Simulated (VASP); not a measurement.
# Lu (P6/mmm) in VASP: a series of runs

The runs below take Lu through relaxation of cell and atoms, with PBE.

All numbers are computed with VASP 6.6.1; they aren't measurements. Logs are shortened: lines on timing, memory, paths and dates and some standing lists are left out, and cuts for length are marked.

## (1) The cell of the first run

It takes space group P6/mmm (No. 191, hexagonal). Conventional cell: a = 2.778 Å, b = 2.778 Å, c = 2.649 Å, α = 90.00°, β = 90.00°, γ = 120.00°. Lu (site symmetry 6/mmm) has 8 Lu at 2.65 to 2.78 Å within 3.5 Å.

This isn't the form of Lu at room conditions, which is hcp.

## (2) Relaxation of cell and atoms, PBE, target pressure 51 GPa, at which the enthalpy is minimised

Contents of INCAR:

```
PREC     = Accurate       # precision mode
ENCUT    = 600            # plane-wave cutoff, eV
EDIFF    = 1E-6           # SCF threshold, eV
ISMEAR   = -1             # smearing method
SIGMA    = 0.08           # smearing width, eV
LREAL    = F              # projectors in reciprocal space
LASPH    = T              # aspherical terms in the spheres
NELM     = 100            # most SCF steps
ALGO     = Normal         # electronic algorithm
ISIF     = 3              # what is computed and relaxed
LWAVE    = F              # write WAVECAR
LCHARG   = F              # write CHGCAR
GGA      = PE             # functional
IBRION   = 2              # ionic algorithm
NSW      = 32             # ionic steps
EDIFFG   = -0.005         # ionic threshold
PSTRESS  = 510.0
```

Contents of KPOINTS:

```
Automatic mesh
0
Gamma
  16 16 14
```

Contents of POSCAR:

```
Lu
1.0
    2.7779258923      0.0000000000      0.0000000000
   -1.3889629462      2.4057543926      0.0000000000
    0.0000000000      0.0000000000      2.6485315356
Lu
1
Direct
    0.0000000000      0.0000000000      0.0000000000
```

Potentials or basis: VASP PAW PBE potentials, release 64 (Lu).

The run is started by

```sh
> cat potpaw_PBE.64/Lu/POTCAR > POTCAR
> mpirun -np 1 vasp_std > vasp.out
```

OUTCAR:

```text
PREC = Accurate
   ENCUT = 600
   EDIFF = 1E-6
   ISMEAR = -1
   LREAL = F
   LASPH = T
   NELM = 100
   ISIF = 3
   GGA = PE
   IBRION = 2
   NSW = 32
   EDIFFG = -0.005
   PSTRESS = 510.0

 ion  position               nearest neighbor table
   1  0.000  0.000  0.000-

  LATTYP: Found a hexagonal cell.
 ALAT       =     2.7779258923
 C/A-ratio  =     0.9534205153

  Lattice vectors:

 A1 = (   2.7779258923,   0.0000000000,   0.0000000000)
 A2 = (  -1.3889629462,   2.4057543926,   0.0000000000)
 A3 = (   0.0000000000,   0.0000000000,   2.6485315356)

Analysis of symmetry for initial positions (statically):
=====================================================================
 Subroutine PRICEL returns:
 Original cell was already a primitive cell.

 Routine SETGRP: Setting up the symmetry group for a
 hexagonal supercell.

 Subroutine GETGRP returns: Found 24 space group operations
 (whereof 24 operations were pure point group operations)
 out of a pool of 24 trial point group operations.

The static configuration has the point symmetry D_6h.

Analysis of symmetry for dynamics (positions and initial velocities):
=====================================================================
 Subroutine PRICEL returns:
 Original cell was already a primitive cell.

 Routine SETGRP: Setting up the symmetry group for a
 hexagonal supercell.

 Subroutine GETGRP returns: Found 24 space group operations
 (whereof 24 operations were pure point group operations)
 out of a pool of 24 trial point group operations.

The dynamic configuration has the point symmetry D_6h.

 Subroutine INISYM returns: Found 24 space group operations
 (whereof 24 operations are pure point group operations),
 and found     1 'primitive' translations

----------------------------------------------------------------------------------------

                                     Primitive cell

  volume of cell :      17.7002

  direct lattice vectors                    reciprocal lattice vectors
     2.777925892  0.000000000  0.000000000     0.359980805  0.207835015  0.000000000
    -1.388962946  2.405754393  0.000000000     0.000000000  0.415670030  0.000000000
     0.000000000  0.000000000  2.648531536     0.000000000  0.000000000  0.377567715

  length of vectors
     2.777925892  2.777925892  2.648531536     0.415670030  0.415670030  0.377567715

  position of ions in fractional coordinates (direct lattice)
     0.000000000  0.000000000  0.000000000

  ion indices of the primitive-cell ions
   primitive index   ion index
                 1           1

----------------------------------------------------------------------------------------

 KPOINTS: Automatic mesh

Automatic generation of k-mesh.
 Grid dimensions read from file:
 generate k-points for:   16   16   14

 Generating k-lattice:

  Cartesian coordinates                     Fractional coordinates (reciprocal lattice)
     0.022498800  0.012989688  0.000000000     0.062500000  0.000000000  0.000000000
     0.000000000  0.025979377  0.000000000     0.000000000  0.062500000  0.000000000
     0.000000000  0.000000000  0.026969122     0.000000000  0.000000000  0.071428571

  Length of vectors
     0.025979377  0.025979377  0.026969122

  Shift w.r.t. Gamma in fractional coordinates (k-lattice)
     0.000000000  0.000000000  0.000000000

 Subroutine IBZKPT returns following result:
 ===========================================

 Found    240 irreducible k-points:

 Following reciprocal coordinates:
            Coordinates               Weight
  0.000000  0.000000  0.000000      1.000000
  0.062500 -0.000000  0.000000      6.000000
  0.125000 -0.000000  0.000000      6.000000
  0.187500  0.000000  0.000000      6.000000
  0.250000 -0.000000  0.000000      6.000000
  0.312500  0.000000  0.000000      6.000000
[... 16 lines left out ...]
  0.187500  0.187500  0.000000      6.000000
  0.250000  0.187500  0.000000     12.000000
 [... further k-points ...]
   k-points           NKPTS =    240   k-points in BZ     NKDIM =    240   number of bands    NBANDS=     16
   number of dos      NEDOS =    301   number of ions     NIONS =      1
   total plane-waves  NPLWV =  13824
   dimension x,y,z NGX =    24 NGY =   24 NGZ =   24
   dimension x,y,z NGXF=    48 NGYF=   48 NGZF=   48
   ions per type =               1
   NGX,Y,Z   is equivalent  to a cutoff of  14.36, 14.36, 15.06 a.u.
   NGXF,Y,Z  is equivalent  to a cutoff of  28.73, 28.73, 30.13 a.u.
 SYSTEM =  unknown system
   PREC   = accura    normal or accurate (medium, high low for compatibility)
   ISTART =      0    job   : 0-new  1-cont  2-samecut
   ICHARG =      2    charge: 1-file 2-atom 10-const
   ISPIN  =      1    spin polarized calculation?
   LNONCOLLINEAR =      F non collinear calculations
   LSORBIT =      F    spin-orbit coupling
   LASPH  =      T    aspherical Exc in radial PAW
   ENCUT  =  600.0 eV  44.10 Ry    6.64 a.u.   5.55  5.55  5.29*2*pi/ulx,y,z
   NELM   =    100;   NELMIN=  2; NELMDL= -5     # of ELM steps
   EDIFF  = 0.1E-05   stopping-criterion for ELM
   LREAL  =      F    real-space projection
   EDIFFG = -.5E-02   stopping-criterion for IOM
   NSW    =     32    number of steps for IOM
   IBRION =      2    ionic relax: 0-MD 1-quasi-New 2-CG
   NFREE  =      1    steps in history (QN), initial steepest desc. (CG)
   ISIF   =      3    stress and relaxation
   ISYM   =      2    0-nonsym 1-usesym 2-fastsym
   POTIM  = 0.5000    time-step for ionic-motion
   TEBEG  =    0.0;   TEEND  =   0.0 temperature during run
   PSTRESS=  510.0 pullay stress
   NELECT =      25.0000    total number of electrons
   NUPDOWN=      -1.0000    fix difference up-down
   EMIN   =  10.00;   EMAX   =-10.00  energy-range for DOS
   EFERMI =   0.00;   METHOD = LEGACY
   ISMEAR =    -1;   SIGMA  =   0.08  broadening in eV -4-tet -1-fermi 0-gaus
   EFERMI_NEDOS =   21; number of points for ismear=-14 and -15
   IALGO  =     38    algorithm
   IMIX   =      4    mixing-type and parameters
     AMIX     =   0.40;   BMIX     =  1.00
     AMIX_MAG =   1.60;   BMIX_MAG =  1.00
  volume/ion in A,a.u.               =      17.70       119.45
  Fermi-wavevector in a.u.,A,eV,Ry     =   1.836803  3.471053 45.903928  3.373844
  Thomas-Fermi vector in A             =   2.889915
   LORBIT       =      0    0 simple, 1 ext, 2 COOP (PROOUT), +10 PAW based schemes
   GGA     = PE    functional components
   LHFCALC =     F    Hartree Fock is set to
   AEXX    =    0.0000 exact exchange contribution
   IVDW    =     0    specifies the selected vdW correction
   LEPSILON=     F    determine dielectric tensor
   LRPA    =     F    only Hartree local field effects (RPA)
 conjugate gradient relaxation of ions
 non-spin polarized calculation
  energy-cutoff  :      600.00
  volume of cell :       17.70
 maximum number of plane-waves:       611
 NGX is ok and might be reduce to    24
   NGX = 11   NGY = 11   NGZ = 11

--------------------------------------- Ionic step        1  -------------------------------------------

 number of electron      25.0000010 magnetization

 Free energy of the ion-electron system (eV)
  ---------------------------------------------------
  ext. energy  EPLUGINS =         0.00000000
  ---------------------------------------------------
  free energy    TOTEN  =        -2.64528554 eV

  energy without entropy =       -2.61474649  energy(sigma->0) =       -2.63001601

------------------------ aborting loop because EDIFF is reached ----------------------------------------

  FORCE on cell =-STRESS in cart. coord.  units (eV):
  Direction    XX          YY          ZZ          XY          YZ          ZX
  --------------------------------------------------------------------------------------
  -------------------------------------------------------------------------------------
  Total        5.8097222      5.8097222      5.8199919     -0.0000000      0.0000000      0.0000000
  in kB      525.8826659    525.8826659    526.8122546     -0.0000000      0.0000000      0.0000000
  external PRESSURE =      16.1925288 kB  Pullay stress =     510.0000000 kB

 VOLUME and BASIS-vectors are now :
 -----------------------------------------------------------------------------
  energy-cutoff  :      600.00
  volume of cell :       17.70
      direct lattice vectors                 reciprocal lattice vectors
     2.777925892  0.000000000  0.000000000     0.359980805  0.207835015  0.000000000
    -1.388962946  2.405754393  0.000000000     0.000000000  0.415670030  0.000000000
     0.000000000  0.000000000  2.648531536     0.000000000  0.000000000  0.377567715
[... 155 lines left out ...]
  FREE ENERGIE OF THE ION-ELECTRON SYSTEM (eV)
  ---------------------------------------------------
  free  energy   TOTEN  =        -2.6883847530 eV

  energy  without entropy=       -2.6575335342  energy(sigma->0) =       -2.67295914

  enthalpy is  TOTEN    =         2.9883599793 eV   P V=        5.6767447323

--------------------------------------- Ionic step        6  -------------------------------------------

 number of electron      25.0000008 magnetization

 Free energy of the ion-electron system (eV)
  ---------------------------------------------------
  ext. energy  EPLUGINS =         0.00000000
  ---------------------------------------------------
  free energy    TOTEN  =        -2.69147207 eV

  energy without entropy =       -2.66059569  energy(sigma->0) =       -2.67603388

 E-fermi :   4.2418     XC(G=0): -13.2847

 val. band max:        4.2406787214   @ k =   0.2500   0.0625   0.1429
 cond. band min:       4.2489553778   @ k =   0.1875   0.1875   0.0714
 fundamental gap:      0.0082766564
 Fermi energy:         4.2417944964

 k-point     1 :       0.0000    0.0000    0.0000
  band No.  band energies     occupation
      1     -51.5944      2.00000
      2     -21.1470      2.00000
      3     -21.0419      2.00000
      4     -21.0419      2.00000
      5      -2.4336      2.00000
      6      -0.6427      2.00000
[... 8 lines left out ...]
     15       7.0999      0.00000
     16      15.0973      0.00000
[... 419 lines left out ...]
 k-point    24 :       0.2500    0.1875    0.0000
  band No.  band energies     occupation
      1     -51.3344      2.00000
      2     -23.0760      2.00000
      3     -21.9163      2.00000
      4     -20.8610      2.00000
      5      -0.5717      2.00000
      6      -0.4696      2.00000
[... 8 lines left out ...]
     15      10.0866      0.00000
     16      12.8722      0.00000

 [... further k-points ...]

------------------------ aborting loop because EDIFF is reached ----------------------------------------

  FORCE on cell =-STRESS in cart. coord.  units (eV):
  Direction    XX          YY          ZZ          XY          YZ          ZX
  --------------------------------------------------------------------------------------
  -------------------------------------------------------------------------------------
  Total        5.6803268      5.6803268      5.6779307     -0.0000000     -0.0000000      0.0000000
  in kB      510.0442725    510.0442725    509.8291273     -0.0000000     -0.0000000      0.0000000
  external PRESSURE =      -0.0274426 kB  Pullay stress =     510.0000000 kB

 VOLUME and BASIS-vectors are now :
 -----------------------------------------------------------------------------
  energy-cutoff  :      600.00
  volume of cell :       17.84
      direct lattice vectors                 reciprocal lattice vectors
     2.785078934 -0.000000000  0.000000000     0.359056251  0.207301223 -0.000000000
    -1.392539467  2.411949109 -0.000000000     0.000000000  0.414602446 -0.000000000
     0.000000000  0.000000000  2.656258755    -0.000000000 -0.000000000  0.376469347

 POSITION                                       TOTAL-FORCE (eV/Angst)
 -----------------------------------------------------------------------------------
      2.78508     -0.00000      0.00000        -0.000000     -0.000000      0.000000
 -----------------------------------------------------------------------------------
    total drift:                                0.000000      0.000000     -0.000000

  FREE ENERGIE OF THE ION-ELECTRON SYSTEM (eV)
  ---------------------------------------------------
  free  energy   TOTEN  =        -2.6914720720 eV

  energy  without entropy=       -2.6605956893  energy(sigma->0) =       -2.67603388

  enthalpy is  TOTEN    =         2.9883616385 eV   P V=        5.6798337106

 reached required accuracy - stopping structural energy minimisation
```

Run time: 2.2 min. Hardware: 1 thread of Intel Xeon Platinum 8559C (Emerald Rapids), shared host; peak memory 0.23 GiB.

Results:

| Property | Result |
| --- | --- |
| Free energy | -2.6915 eV |
| Relaxed volume | 17.84 Å³/atom |
| Relaxed cell | a = 2.785 Å, b = 2.785 Å, c = 2.656 Å, α = 90.00°, β = 90.00°, γ = 120.00° |
| Space group after relaxing (to 0.1 Å) | P6/mmm (No. 191) |
| Energy change on relaxing (the run minimises the enthalpy) | -46.2 meV/atom |
| Ionic steps | 6 |
| Pressure after relaxing | 51.0 GPa |
| Band gap on the k mesh | zero (an odd number of electrons rules out a gap without spin polarisation) |

Step by step:
| step | energy change (eV) | largest force (eV/Å) | pressure (GPa) | volume (Å³) |
| --- | --- | --- | --- | --- |
| 1 | 0.0000 | 0.0000 | 52.62 | 17.70 |
| 2 | -0.1442 | 0.0000 | 47.62 | 18.16 |
| 3 | -0.0440 | 0.0000 | 50.93 | 17.84 |
| 4 | -0.0423 | 0.0000 | 51.03 | 17.83 |
| 5 | -0.0431 | 0.0000 | 51.25 | 17.83 |
| 6 | -0.0462 | 0.0000 | 51.00 | 17.84 |

Final structure:
```
CELL_PARAMETERS angstrom
2.78508 0.00000 0.00000
-1.39254 2.41195 0.00000
0.00000 0.00000 2.65626
ATOMIC_POSITIONS crystal
Lu 0.00000 0.00000 0.00000
```

Caveat: the cell is relaxed towards a set pressure, so the run minimises the enthalpy, not the energy; spin-orbit coupling is left out, which moves the levels of the heavy elements.

## (3) Relaxation of cell and atoms, PBE, target pressure 51 GPa, at which the enthalpy is minimised

This run uses another cell than the first one, of 17.85 Å³/atom.

Contents of INCAR:

```
PREC = Accurate
ENCUT = 600
EDIFF = 1E-6
ISMEAR = -1
SIGMA = 0.08
LREAL = F
LASPH = T
NELM = 60
ALGO = Normal
ISIF = 3
LWAVE = F
LCHARG = F
GGA = PE
IBRION = 2
NSW = 60
EDIFFG = -0.005
PSTRESS = 510.0
```

KPOINTS is that of step 2.

Contents of POSCAR:

```
Lu
1.0
    2.7989239788      0.0000000000      0.0000000000
   -1.3994619894      2.4239392689      0.0000000000
    0.0000000000      0.0000000000      2.6309885400
Lu
1
Direct
    0.0000000000      0.0000000000      0.0000000000
```

Potentials or basis: VASP PAW PBE potentials, release 64 (Lu).

The run is started by

```sh
> cat potpaw_PBE.64/Lu/POTCAR > POTCAR
> mpirun -np 1 vasp_std > vasp.out
```

Run time: 4.3 min. Hardware: 1 thread of Intel Xeon Platinum 8559C (Emerald Rapids), shared host; peak memory 0.23 GiB.

The run converged. Its results:

| Item | Value |
| --- | --- |
| Free energy | -2.6874 eV |
| Relaxed volume | 17.83 Å³/atom |
| Relaxed cell | a = 2.784 Å, b = 2.784 Å, c = 2.656 Å, α = 90.00°, β = 90.00°, γ = 120.00° |
| Space group after relaxing (to 0.1 Å) | P6/mmm (No. 191) |
| Energy change on relaxing (the run minimises the enthalpy) | +3.6 meV/atom |
| Ionic steps | 18 |
| Pressure after relaxing | 51.0 GPa |
| Band gap on the k mesh | zero (an odd number of electrons rules out a gap without spin polarisation) |

The path:
```csv
step,energy change (eV),largest force (eV/Å),pressure (GPa),volume (Å³)
1,0.0000,0.0000,51.03,17.85
2,-0.0021,0.0000,50.82,17.85
3,-0.0037,0.0000,50.81,17.85
4,-0.0037,0.0000,50.65,17.85
5,-0.0038,0.0000,50.77,17.85
6,-0.0038,0.0000,50.89,17.85
7,0.0051,0.0000,50.78,17.83
8,0.0055,0.0000,51.02,17.82
9,0.0053,0.0000,51.01,17.83
10,0.0042,0.0000,51.58,17.83
11,0.0047,0.0000,50.83,17.83
12,0.0048,0.0000,51.05,17.83
13,0.0048,0.0000,51.06,17.83
14,0.0047,0.0000,51.08,17.83
15,-0.0005,0.0000,51.26,17.84
16,0.0004,0.0000,50.99,17.84
17,0.0024,0.0000,50.88,17.83
18,0.0036,0.0000,51.00,17.83
```

Final structure:
```cif
data_structure
_symmetry_space_group_name_H-M 'P 1'
_symmetry_Int_Tables_number 1
_cell_length_a 2.7844
_cell_length_b 2.7844
_cell_length_c 2.6557
_cell_angle_alpha 90.000
_cell_angle_beta 90.000
_cell_angle_gamma 120.000
_cell_volume 17.83
loop_
_atom_site_label
_atom_site_type_symbol
_atom_site_fract_x
_atom_site_fract_y
_atom_site_fract_z
_atom_site_occupancy
Lu1 Lu 0.00000 0.00000 0.00000 1
```

Levels at points of the mesh, in eV from the Fermi level:
```csv
k point,band 10,band 11,band 12,band 13,band 14,band 15,band 16
"(0.00, 0.00, 0.00)",-4.56,-4.56,-4.37,-1.31,2.86,2.86,10.86
"(0.50, 0.00, 0.00)",-4.45,-4.41,-3.39,-0.03,2.87,4.88,9.52
"(0.00, 0.00, 0.50)",-4.42,-4.37,-2.57,1.36,4.15,4.15,5.70
"(0.50, 0.00, 0.50)",-4.48,-4.42,-3.79,-1.08,3.46,7.30,9.82
```

Caveat: the cell is relaxed towards a set pressure, so the run minimises the enthalpy, not the energy; spin-orbit coupling is left out, which moves the levels of the heavy elements.
